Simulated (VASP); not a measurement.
Here is a VASP 6.6.1 calculation.

Contents of INCAR:

```
ALGO     = Normal         # electronic algorithm
EDIFF    = 1E-6           # SCF threshold, eV
EDIFFG   = -0.01          # ionic threshold
ENCUT    = 600            # plane-wave cutoff, eV
IBRION   = 2              # ionic algorithm
ISIF     = 3              # what is computed and relaxed
ISMEAR   = 0              # smearing method
LASPH    = True           # aspherical terms in the spheres
LCHARG   = False          # write CHGCAR
LREAL    = False          # projectors in reciprocal space
LWAVE    = False          # write WAVECAR
NELM     = 80             # most SCF steps
NSW      = 80             # ionic steps
PREC     = Accurate       # precision mode
SIGMA    = 0.1            # smearing width, eV
```

Contents of KPOINTS:

```
k-points
0
Gamma
  12 12 12
```

File POSCAR:

```
ScAl
1.0
    3.3703489700      0.0000000000      0.0000000000
    0.0000000000      3.3703489700      0.0000000000
    0.0000000000      0.0000000000      3.3703489700
Sc Al
1 1
Direct
    0.5000000000      0.5000000000      0.5000000000
    0.0000000000      0.0000000000      0.0000000000
```

Potentials or basis: VASP PAW LDA potentials, release 64 (Sc_sv, Al).

Run with:

```bash
$ cat potpaw_LDA.64/Sc_sv/POTCAR potpaw_LDA.64/Al/POTCAR > POTCAR
$ mpirun -np 1 vasp_std > vasp.out
```

Estimate the relaxed volume.

18.13 Å³/atom.

Predict the band gap on the k mesh.

zero (band 7 reaches 6.56 eV, above the bottom of band 8 at 5.40 eV).

Final structure:
```
CELL_PARAMETERS angstrom
3.31008 0.00000 0.00000
0.00000 3.31008 0.00000
0.00000 0.00000 3.31008
ATOMIC_POSITIONS crystal
Sc 0.50000 0.50000 0.50000
Al 0.00000 0.00000 0.00000
```
